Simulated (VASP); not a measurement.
HfC:

```
Hf C
1.0
     2.90089    0.00000    0.00000
     0.00000    2.90089    0.00000
     0.00000    0.00000    2.90089
Hf C
1 1
Direct
  0.00000 0.00000 0.00000
  0.50000 0.50000 0.50000
```

Base run:

* Program: VASP 6.6.1
* Functional: r2SCAN
* Potentials or basis: VASP PAW PBE potentials, release 64 (Hf_pv, C)
* Cutoff: 520 eV
* k mesh: 12 × 12 × 12
* Occupations: gaussian, width 0.05 eV
* Spin: no spin polarisation

Its results: band gap on the k mesh zero (band 7 reaches 7.71 eV, above the bottom of band 8 at 5.84 eV); pressure -4.5 GPa.

Question: After a change of settings the same cell gave: band gap on the k mesh zero (band 7 reaches 7.59 eV, above the bottom of band 8 at 5.60 eV); pressure -12.9 GPa. Which change was it?
A. functional from r2SCAN to PBEsol
B. functional from r2SCAN to LDA; potentials or basis from VASP PAW PBE potentials, release 64 (Hf_pv, C) to VASP PAW LDA potentials, release 64 (Hf_pv, C)
C. functional from r2SCAN to PBE; dispersion from none to D4
D. functional from r2SCAN to PBE; hubbard terms from none to Hf d U = 1.0 eV

Answer: B.

Caveats: spin-orbit coupling is left out, which moves the levels of the heavy elements; the PAW data sets were made with another functional, which shifts forces and pressure a little (some runs).
